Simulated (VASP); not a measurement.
A run of VASP 6.6.1 is set up as follows.

Contents of INCAR:

```
ALGO     = Fast           # electronic algorithm
EDIFF    = 1E-7           # SCF threshold, eV
ENCUT    = 520            # plane-wave cutoff, eV
GGA      = PS             # functional
ISIF     = 2              # what is computed and relaxed
ISMEAR   = 0              # smearing method
LASPH    = True           # aspherical terms in the spheres
LCHARG   = False          # write CHGCAR
LREAL    = False          # projectors in reciprocal space
LWAVE    = False          # write WAVECAR
NBANDS   = 12             # bands
NELM     = 80             # most SCF steps
PREC     = Accurate       # precision mode
SIGMA    = 0.15           # smearing width, eV
```

Contents of KPOINTS:

```
k-points
0
Gamma
  20 20 20
```

POSCAR

```
Ta
1.0
   -1.4598034852      1.6402286350      1.4762057715
    1.4598034852     -1.6402286350      1.4762057715
    1.4598034852      1.6402286350     -1.4762057715
Ta
1
Direct
    0.0000000000      0.0000000000      0.0000000000
```

Potentials or basis: VASP PAW PBE potentials, release 64 (Ta_pv).

Launch:

```sh
$ cat potpaw_PBE.64/Ta_pv/POTCAR > POTCAR
$ mpirun -np 1 vasp_std > vasp.out
```

**Question.** Predict the pressure.

**Answer.** 72.5 GPa.

Stress tensor (GPa, compression positive):
```
81.12  0.00  0.00
 0.00 56.26  0.00
 0.00  0.00 80.16
```

Caveat: the cell differs from its parent crystal (normal strain along x -0.1100, normal strain along z -0.1000); the PAW data sets were made with another functional, which shifts forces and pressure a little.
